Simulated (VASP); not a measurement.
InGa2O, 4 atoms in the cell. The structure is tetragonal, space group P4/mmm (No. 123). The conventional cell has a = 4.251 Å, b = 4.251 Å, c = 4.010 Å, α = 90.00°, β = 90.00°, γ = 90.00°. Within 3.8 Å of In (site symmetry 4/mmm) lie 8 Ga at 2.92 Å and 4 O at 3.01 Å. Within 3.8 Å of Ga (site symmetry mmm) lie 4 In at 2.92 Å and 4 O at 2.92 Å and 4 Ga at 3.01 Å. O (site symmetry 4/mmm) has 8 Ga at 2.92 Å and 4 In at 3.01 Å within 3.8 Å. 

| Item | Value |
| --- | --- |
| Program | VASP 6.6.1 |
| Task | single point |
| Functional | PBE |
| Potentials or basis | VASP PAW PBE potentials, release 64 (In_d, Ga_d, O) |
| Cutoff | 520 eV |
| k mesh | 4 × 4 × 4 |
| Occupations | gaussian, width 0.1 eV |
| Spin | no spin polarisation |
| Dipole correction | no |
| Further INCAR settings | ALGO = Normal; EDIFF = 1e-07; NBANDS = 30 |

Potentials or basis: VASP PAW PBE potentials, release 64 (In_d, Ga_d, O).

Command:

```bash
$ cat potpaw_PBE.64/In_d/POTCAR potpaw_PBE.64/Ga_d/POTCAR potpaw_PBE.64/O/POTCAR > POTCAR
$ mpirun -np 1 vasp_std > vasp.out
```

Hardware: 1 thread of Intel Xeon 6975P-C, on a shared host.

Problem. How long does it take, and how much memory?

Solution. It took 21 s on 1 thread of Intel Xeon 6975P-C (shared host), peak memory 0.2 GiB. Counts: scf iterations 17, k points 18.
